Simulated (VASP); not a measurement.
Input of a VASP 6.6.1 run:

File INCAR:

```
SYSTEM = Ti
  ALGO = Fast
  EDIFF = 1E-6
  ENCUT = 520
  GGA = PE
  ISIF = 2
  ISMEAR = 0
  LASPH = .TRUE.
  LCHARG = .FALSE.
  LREAL = .FALSE.
  LWAVE = .FALSE.
  NBANDS = 12
  NELM = 80
  PREC = Accurate
  SIGMA = 0.15
```

File KPOINTS:

```
k-points
0
G
  22 22 22
  0 0 0
```

File POSCAR:

```
Ti
1.0
   -1.7260097129      1.7260097129      1.6017370136
    1.7260097129     -1.7260097129      1.6017370136
    1.7260097129      1.7260097129     -1.6017370136
Ti
1
Direct
    0.0000000000      0.0000000000      0.0000000000
```

Potentials or basis: VASP PAW PBE potentials, release 64 (Ti_sv).

Launch:

```sh
$ cat potpaw_PBE.64/Ti_sv/POTCAR > POTCAR
$ mpirun -np 1 vasp_std > vasp.out
```

**Question.** Predict the pressure.

**Answer.** -9.0 GPa.

**Question.** Estimate the band gap on the k mesh.

**Answer.** Zero (band 6 reaches 8.00 eV, above the bottom of band 7 at 6.61 eV).

Stress tensor (GPa, compression positive):
```
 -8.35   0.00   0.00
  0.00  -8.35   0.00
  0.00   0.00 -10.41
```
